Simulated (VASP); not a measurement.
# BaTiO3 (Pm) in VASP: single point with PBE

Aim: the single point of BaTiO3 with PBE.

All numbers are computed with VASP 6.6.1; they aren't measurements. Logs are shortened: lines on timing, memory, paths and dates and some standing lists are left out, and cuts for length are marked.

### 1 The cell of the first run

It takes space group Pm (No. 6, monoclinic). Conventional cell: a = 4.106 Å, b = 3.972 Å, c = 12.338 Å, α = 90.00°, β = 93.32°, γ = 90.00°. Within 3.2 Å of Ba (site symmetry m) lie 11 O at 2.27 to 3.06 Å and 2 Ti at 3.19 Å. Within 3.7 Å of Ba (site symmetry m) lie 12 O at 2.77 to 3.06 Å and 8 Ti at 3.45 to 3.61 Å. Within 3.7 Å of Ba (site symmetry m) lie 12 O at 2.77 to 3.06 Å and 8 Ti at 3.45 to 3.61 Å. Within 2.4 Å of Ti (site symmetry m) lie 6 O at 1.85 to 2.36 Å. Ti (site symmetry m) has 6 O at 1.85 to 2.27 Å within 2.4 Å. Ti (site symmetry m) has 6 O at 1.85 to 2.27 Å within 2.4 Å. Within 2.7 Å of O (site symmetry m) lie 2 Ti at 2.00 Å and 1 Ba at 2.27 Å. O (site symmetry m) has 2 Ti at 2.00 Å and 3 Ba at 2.77 to 2.89 Å and 8 O at 2.82 to 2.89 Å within 2.9 Å.

### 2 Single point, PBE (the part above a cut slid along it)

File INCAR:

```
ALGO     = Normal         # electronic algorithm
EDIFF    = 1E-6           # SCF threshold, eV
ENCUT    = 520            # plane-wave cutoff, eV
GGA      = PE             # functional
ISIF     = 2              # what is computed and relaxed
ISMEAR   = 0              # smearing method
LASPH    = True           # aspherical terms in the spheres
LCHARG   = False          # write CHGCAR
LREAL    = Auto         
LWAVE    = False          # write WAVECAR
NBANDS   = 73             # bands
NELM     = 60             # most SCF steps
PREC     = Accurate       # precision mode
SIGMA    = 0.05           # smearing width, eV
```

File KPOINTS:

```
k-points
0
Gamma
  7 7 3
```

File POSCAR:

```
BaTiO3
1.0
    0.0000000000      2.8905577535     -2.9158992878
   -3.9723905816      0.0000000000      0.0000000000
    0.0000000000      9.2497848112      8.1645180059
Ba Ti O
3 3 9
Direct
    0.8042599173      0.0000000000      0.9207156508
    0.9375932507      0.0000000000      0.2540489842
    0.8709265840      0.0000000000      0.5873823175
    0.4536369276      0.5000000000      0.0927853351
    0.3869702609      0.5000000000      0.4261186685
    0.3203035942      0.5000000000      0.7594520018
    0.4968578624      1.0000000000      0.0792787930
    0.4301911957      1.0000000000      0.4126121263
    0.3635245291      1.0000000000      0.7459454597
    0.0073838758      0.5000000000      0.0812373353
   -0.0592827908      0.5000000000      0.4145706687
   -0.1259494575      0.5000000000      0.7479040020
    0.4583767502      0.5000000000      0.2423062190
    0.3917100835      0.5000000000      0.5756395524
    0.3250434169      0.5000000000      0.9089728857
```

Potentials or basis: VASP PAW PBE potentials, release 64 (Ba_sv, Ti_sv, O).

Launch:

```
cat potpaw_PBE.64/Ba_sv/POTCAR potpaw_PBE.64/Ti_sv/POTCAR potpaw_PBE.64/O/POTCAR > POTCAR
mpirun -np 1 vasp_std > vasp.out
```

OUTCAR:

```text
EDIFF = 1E-6
   ENCUT = 520
   GGA = PE
   ISIF = 2
   ISMEAR = 0
   LASPH = True
   LREAL = Auto
   NELM = 60
   PREC = Accurate

 ion  position               nearest neighbor table
   1  0.804  0.000  0.921-   7 2.27  15 2.81  15 2.81   9 2.89  12 2.92  12 2.92  15 2.92  15 2.92
                            10 2.96  10 2.96   9 3.06   4 3.19   4 3.19   6 3.45   6 3.45   6 3.51
   2  0.938  0.000  0.254-   8 2.77  11 2.81  11 2.81  13 2.81  13 2.81   8 2.89   7 2.89  13 2.92
                            13 2.92  10 2.92  10 2.92   7 3.06   4 3.45   4 3.45   5 3.51   5 3.51
   3  0.871  0.000  0.587-   9 2.77  12 2.81  12 2.81  14 2.81  14 2.81   9 2.89   8 2.89  11 2.92
                            11 2.92  14 2.92  14 2.92   8 3.06   5 3.45   5 3.45   5 3.51   5 3.51
   4  0.454  0.500  0.093-  13 1.85  10 1.85   7 2.00   7 2.00  10 2.27  15 2.36   1 3.19   1 3.19
                             2 3.45   2 3.45   2 3.51   2 3.51
   5  0.387  0.500  0.426-  11 1.85  14 1.85   8 2.00   8 2.00  11 2.27  13 2.27   3 3.45   3 3.45
                             3 3.51   3 3.51   2 3.51   2 3.51   2 3.61   2 3.61
   6  0.320  0.500  0.759-  12 1.85  15 1.85   9 2.00   9 2.00  14 2.27  12 2.27   1 3.45   1 3.45
                             1 3.51   1 3.51   3 3.51   3 3.51   3 3.61   3 3.61
   7  0.497  0.000  0.079-   4 2.00   4 2.00   1 2.27   2 2.89   2 3.06
   8  0.430  0.000  0.413-   5 2.00   5 2.00   2 2.77   2 2.89   3 2.89   3 3.06
   9  0.364  0.000  0.746-   6 2.00   6 2.00   3 2.77   1 2.89   3 2.89   1 3.06
  10  0.007  0.500  0.081-   4 1.85   4 2.27   2 2.92   2 2.92   1 2.96   1 2.96
  11  0.941  0.500  0.415-   5 1.85   5 2.27   2 2.81   2 2.81   3 2.92   3 2.92
  12  0.874  0.500  0.748-   6 1.85   6 2.27   3 2.81   3 2.81   1 2.92   1 2.92
  13  0.458  0.500  0.242-   4 1.85   5 2.27   2 2.81   2 2.81   2 2.92   2 2.92
  14  0.392  0.500  0.576-   5 1.85   6 2.27   3 2.81   3 2.81   3 2.92   3 2.92
  15  0.325  0.500  0.909-   6 1.85   4 2.36   1 2.81   1 2.81   1 2.92   1 2.92

  LATTYP: Found a simple monoclinic cell.
 ALAT       =     4.1058242513
 B/A-ratio  =     0.9675013684
 C/A-ratio  =     3.0049169221
 COS(beta)  =    -0.0578432867

  Lattice vectors:

 A1 = (   0.0000000000,   2.8905577535,  -2.9158992878)
 A2 = (   3.9723905816,   0.0000000000,   0.0000000000)
 A3 = (   0.0000000000,  -9.2497848112,  -8.1645180059)

Analysis of symmetry for initial positions (statically):
=====================================================================
 Subroutine PRICEL returns:
 Original cell was already a primitive cell.

 Routine SETGRP: Setting up the symmetry group for a
 simple monoclinic supercell.

 Subroutine GETGRP returns: Found  2 space group operations
 (whereof  2 operations were pure point group operations)
 out of a pool of  4 trial point group operations.

The static configuration has the point symmetry C_1h.

Analysis of symmetry for dynamics (positions and initial velocities):
=====================================================================
 Subroutine PRICEL returns:
 Original cell was already a primitive cell.

 Routine SETGRP: Setting up the symmetry group for a
 simple monoclinic supercell.

 Subroutine GETGRP returns: Found  2 space group operations
 (whereof  2 operations were pure point group operations)
 out of a pool of  4 trial point group operations.

The dynamic configuration has the point symmetry C_1h.

 Subroutine INISYM returns: Found  2 space group operations
 (whereof  2 operations are pure point group operations),
 and found     1 'primitive' translations

----------------------------------------------------------------------------------------

                                     Primitive cell

  volume of cell :     200.8896

  direct lattice vectors                    reciprocal lattice vectors
     0.000000000  2.890557753 -2.915899288     0.000000000  0.161445197 -0.182905265
    -3.972390582  0.000000000  0.000000000    -0.251737582  0.000000000  0.000000000
     0.000000000  9.249784811  8.164518006     0.000000000  0.057658999  0.057157895

  length of vectors
     4.105824251  3.972390582 12.337660772     0.243964932  0.251737582  0.081188578

  position of ions in fractional coordinates (direct lattice)
     0.804259917  0.000000000  0.920715651
     0.937593251  0.000000000  0.254048984
     0.870926584  0.000000000  0.587382318
     0.453636928  0.500000000  0.092785335
     0.386970261  0.500000000  0.426118669
     0.320303594  0.500000000  0.759452002
     0.496857862  0.000000000  0.079278793
     0.430191196  0.000000000  0.412612126
     0.363524529  0.000000000  0.745945460
     0.007383876  0.500000000  0.081237335
     0.940717209  0.500000000  0.414570669
     0.874050543  0.500000000  0.747904002
     0.458376750  0.500000000  0.242306219
     0.391710084  0.500000000  0.575639552
     0.325043417  0.500000000  0.908972886

  ion indices of the primitive-cell ions
   primitive index   ion index
                 1           1
                 2           2
                 3           3
                 4           4
                 5           5
                 6           6
                 7           7
                 8           8
                 9           9
                10          10
                11          11
                12          12
                13          13
                14          14
                15          15

----------------------------------------------------------------------------------------

 KPOINTS: k-points

Automatic generation of k-mesh.
 Grid dimensions read from file:
 generate k-points for:    7    7    3

 Generating k-lattice:

  Cartesian coordinates                     Fractional coordinates (reciprocal lattice)
     0.000000000  0.023063600 -0.026129324     0.142857143  0.000000000  0.000000000
    -0.035962512  0.000000000  0.000000000     0.000000000  0.142857143  0.000000000
     0.000000000  0.019219666  0.019052632     0.000000000  0.000000000  0.333333333

  Length of vectors
     0.034852133  0.035962512  0.027062859

  Shift w.r.t. Gamma in fractional coordinates (k-lattice)
     0.000000000  0.000000000  0.000000000

 Subroutine IBZKPT returns following result:
 ===========================================

 Found     44 irreducible k-points:

 Following reciprocal coordinates:
            Coordinates               Weight
  0.000000  0.000000  0.000000      1.000000
  0.142857  0.000000  0.000000      2.000000
  0.285714  0.000000  0.000000      2.000000
  0.428571  0.000000 -0.000000      2.000000
  0.000000  0.142857  0.000000      2.000000
  0.142857  0.142857  0.000000      4.000000
[... 16 lines left out ...]
 -0.142857  0.000000  0.333333      2.000000
 -0.000000  0.142857  0.333333      4.000000
 [... further k-points ...]
   k-points           NKPTS =     44   k-points in BZ     NKDIM =     44   number of bands    NBANDS=     73
   number of dos      NEDOS =    301   number of ions     NIONS =     15
   total plane-waves  NPLWV =  92160
   dimension x,y,z NGX =    32 NGY =   30 NGZ =   96
   dimension x,y,z NGXF=    64 NGYF=   60 NGZF=  192
   ions per type =               3   3   9
   NGX,Y,Z   is equivalent  to a cutoff of  12.96, 12.56, 12.94 a.u.
   NGXF,Y,Z  is equivalent  to a cutoff of  25.91, 25.11, 25.87 a.u.
 SYSTEM =  unknown system
   PREC   = accura    normal or accurate (medium, high low for compatibility)
   ISTART =      0    job   : 0-new  1-cont  2-samecut
   ICHARG =      2    charge: 1-file 2-atom 10-const
   ISPIN  =      1    spin polarized calculation?
   LNONCOLLINEAR =      F non collinear calculations
   LSORBIT =      F    spin-orbit coupling
   LASPH  =      T    aspherical Exc in radial PAW
   ENCUT  =  520.0 eV  38.22 Ry    6.18 a.u.   7.63  7.39 22.94*2*pi/ulx,y,z
   NELM   =     60;   NELMIN=  2; NELMDL= -5     # of ELM steps
   EDIFF  = 0.1E-05   stopping-criterion for ELM
   LREAL  =      T    real-space projection
   EDIFFG = 0.1E-04   stopping-criterion for IOM
   NSW    =      0    number of steps for IOM
   IBRION =     -1    ionic relax: 0-MD 1-quasi-New 2-CG
   NFREE  =      0    steps in history (QN), initial steepest desc. (CG)
   ISIF   =      2    stress and relaxation
   ISYM   =      2    0-nonsym 1-usesym 2-fastsym
   POTIM  = 0.5000    time-step for ionic-motion
   TEBEG  =    0.0;   TEEND  =   0.0 temperature during run
   PSTRESS=    0.0 pullay stress
   NELECT =     120.0000    total number of electrons
   NUPDOWN=      -1.0000    fix difference up-down
   EMIN   =  10.00;   EMAX   =-10.00  energy-range for DOS
   EFERMI =   0.00;   METHOD = LEGACY
   ISMEAR =     0;   SIGMA  =   0.05  broadening in eV -4-tet -1-fermi 0-gaus
   EFERMI_NEDOS =   21; number of points for ismear=-14 and -15
   IALGO  =     38    algorithm
   IMIX   =      4    mixing-type and parameters
     AMIX     =   0.40;   BMIX     =  1.00
     AMIX_MAG =   1.60;   BMIX_MAG =  1.00
  volume/ion in A,a.u.               =      13.39        90.38
  Fermi-wavevector in a.u.,A,eV,Ry     =   1.378741  2.605443 25.863691  1.900928
  Thomas-Fermi vector in A             =   2.503775
   LORBIT       =      0    0 simple, 1 ext, 2 COOP (PROOUT), +10 PAW based schemes
   GGA     = PE    functional components
   LHFCALC =     F    Hartree Fock is set to
   AEXX    =    0.0000 exact exchange contribution
   IVDW    =     0    specifies the selected vdW correction
   LEPSILON=     F    determine dielectric tensor
   LRPA    =     F    only Hartree local field effects (RPA)
 non-spin polarized calculation
 Gauss-broadening in eV      SIGMA  =   0.05
  energy-cutoff  :      520.00
  volume of cell :      200.89
 maximum number of plane-waves:      5449
   NGX = 15   NGY = 15   NGZ = 45

 number of electron     119.9999966 magnetization

 Free energy of the ion-electron system (eV)
  ---------------------------------------------------
  ext. energy  EPLUGINS =         0.00000000
  ---------------------------------------------------
  free energy    TOTEN  =      -118.56306193 eV

  energy without entropy =     -118.56306193  energy(sigma->0) =     -118.56306193

 E-fermi :   3.8977     XC(G=0): -10.9877

 val. band max:        3.5663451518   @ k =   0.4286   0.4286  -0.0000
 cond. band min:       5.7583107665   @ k =   0.0000   0.1429   0.0000
 fundamental gap:      2.1919656147
 Fermi energy:         3.8977354492

 k-point     1 :       0.0000    0.0000    0.0000
  band No.  band energies     occupation
      1     -53.1370      2.00000
      2     -52.8762      2.00000
      3     -52.6507      2.00000
      4     -29.4894      2.00000
      5     -29.3658      2.00000
      6     -29.3531      2.00000
[... 64 lines left out ...]
     71       7.8193      0.00000
     72       7.9055      0.00000
[... 1723 lines left out ...]
     71       8.0770      0.00000
     72       8.2086      0.00000

 [... further k-points ...]

 [bands above 72 left out]

------------------------ aborting loop because EDIFF is reached ----------------------------------------

  FORCE on cell =-STRESS in cart. coord.  units (eV):
  Direction    XX          YY          ZZ          XY          YZ          ZX
  --------------------------------------------------------------------------------------
  -------------------------------------------------------------------------------------
  Total        2.8513230     -2.7144041     14.3948389      0.0000000      3.6844346      0.0000000
  in kB       22.7404807    -21.6484955    114.8047946      0.0000000     29.3848904      0.0000000
  external PRESSURE =      38.6322599 kB  Pullay stress =       0.0000000 kB

 VOLUME and BASIS-vectors are now :
 -----------------------------------------------------------------------------
  energy-cutoff  :      520.00
  volume of cell :      200.89
      direct lattice vectors                 reciprocal lattice vectors
     0.000000000  2.890557753 -2.915899288     0.000000000  0.161445197 -0.182905265
    -3.972390582  0.000000000  0.000000000    -0.251737582  0.000000000  0.000000000
     0.000000000  9.249784811  8.164518006     0.000000000  0.057658999  0.057157895

 POSITION                                       TOTAL-FORCE (eV/Angst)
 -----------------------------------------------------------------------------------
      0.00000     10.84118      5.17206         0.000000     -0.612081     -4.170386
      0.00000      5.06007     -0.65974         0.000000      0.063865     -0.061630
      0.00000      7.95062      2.25616         0.000000      0.111146      0.057665
     -1.98620      2.16951     -0.56521         0.000000     -0.396567      1.912838
     -1.98620      5.06007      2.35069         0.000000      0.222660      0.097093
     -1.98620      7.95062      5.26659         0.000000      0.154666     -0.052018
      0.00000      2.16951     -0.80151         0.000000      0.754729      2.404855
      0.00000      5.06007      2.11438         0.000000     -0.070168     -0.053933
      0.00000      7.95062      5.03028         0.000000     -0.001616     -0.102715
     -1.98620      0.77277      0.64173         0.000000     -0.154222      1.412006
     -1.98620      6.55389      0.64173         0.000000     -0.106327      0.017719
     -1.98620      9.44444      3.55763         0.000000     -0.112162      0.090235
     -1.98620      3.56624      0.64173         0.000000     -0.246519     -0.104709
     -1.98620      6.45680      3.55763         0.000000     -0.112843     -0.092477
     -1.98620      9.34736      6.47353         0.000000      0.505439     -1.354543
 -----------------------------------------------------------------------------------
    total drift:                                0.000000     -0.023256      0.028475

  FREE ENERGIE OF THE ION-ELECTRON SYSTEM (eV)
  ---------------------------------------------------
  free  energy   TOTEN  =      -118.5630619326 eV

  energy  without entropy=     -118.5630619326  energy(sigma->0) =     -118.56306193
```

Run time: 33 min. Hardware: 1 thread of Intel Xeon 8259CL, shared host; peak memory 0.55 GiB.

Results:

* Free energy: -118.5631 eV
* Pressure: 3.9 GPa
* Largest force: 4.215 eV/Å
* Band gap on the k mesh: 2.19 eV (least direct gap 2.52 eV)

Forces in eV/Å, atoms in the order of the input:
```
Ba   0.000 -0.612 -4.170
Ba   0.000  0.064 -0.062
Ba   0.000  0.111  0.058
Ti   0.000 -0.397  1.913
Ti   0.000  0.223  0.097
Ti   0.000  0.155 -0.052
O    0.000  0.755  2.405
O    0.000 -0.070 -0.054
O    0.000 -0.002 -0.103
O    0.000 -0.154  1.412
O    0.000 -0.106  0.018
O    0.000 -0.112  0.090
O    0.000 -0.247 -0.105
O    0.000 -0.113 -0.092
O    0.000  0.505 -1.355
```

Levels at points of the mesh, in eV from the valence-band top:
```csv
k point,band 56,band 57,band 58,band 59,band 60,band 61,band 62,band 63,band 64,band 65
"(0.00, 0.00, 0.00)",-0.89,-0.80,-0.76,-0.56,-0.41,2.21,2.36,2.39,2.50,2.69
```

Caveat: the cell differs from its parent crystal (the part above a cut slid along it); the stress differs along the axes, from -2 to 11 GPa; spin-orbit coupling is left out, which moves the levels of the heavy elements; forces of over 1 eV/Å act on the atoms, so gaps and moduli don't describe the material at rest. A k mesh can miss the band edges.
